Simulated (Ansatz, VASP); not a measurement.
I: VASP beside Ansatz

File INCAR:

```
SYSTEM = I
PREC = Accurate
ENCUT = 520
EDIFF = 1E-7
ISMEAR = -1
SIGMA = 0.05
LREAL = .FALSE.
LASPH = .TRUE.
NELM = 100
ALGO = Normal
ISIF = 2
LWAVE = .FALSE.
LCHARG = .FALSE.
GGA = PE
NBANDS = 10
```

File KPOINTS:

```
regular mesh
0
G
  14 14 14
  0 0 0
```

The input POSCAR:

```
I
1.0
    0.0000000000      2.4889090649      2.4889090649
    2.4889090649      0.0000000000      2.4889090649
    2.4889090649      2.4889090649      0.0000000000
I
1
Direct
    0.0000000000      0.0000000000      0.0000000000
```

Input for Ansatz:

```yaml
crystal:
  lattice:
    - [0.0, 2.4889090649, 2.4889090649]
    - [2.4889090649, 0.0, 2.4889090649]
    - [2.4889090649, 2.4889090649, 0.0]
  atoms:
    - { symbol: I, position: [0.0, 0.0, 0.0] }
kpoints:
  mp_grid: { grid: [14, 14, 14] }
scf:
  occupations: { method: fermi_dirac, width: 0.05 }
hamiltonian:
  xc: pbe
  pseudopotentials: { kind: all_electron, lapw: { basis_error: 0.001 } }
output:
  forces: true
  stress: true
  eigenvalues: true
  populations: true
```

Change from the starting cell: volume scaled by 0.88, LAPW.

Alike in both runs: task single point; functional PBE; k mesh 14 × 14 × 14; occupations fermi-dirac, width 0.05 eV; no spin polarisation.

|  | VASP | Ansatz |
| --- | --- | --- |
| version | VASP 6.6.1 | Ansatz 0.2.0 |
| potentials or method | VASP PAW PBE potentials, release 64 (I), cutoff 520 eV | all-electron LAPW, scalar-relativistic |

Ansatz gave:

* pressure (GPa): 4.3

Problem. Which values does VASP return?

Solution. Pressure (GPa): 4.2.

Ansatz ran all-electron here, and VASP with PAW potentials.

Neither program's run includes spin-orbit coupling.
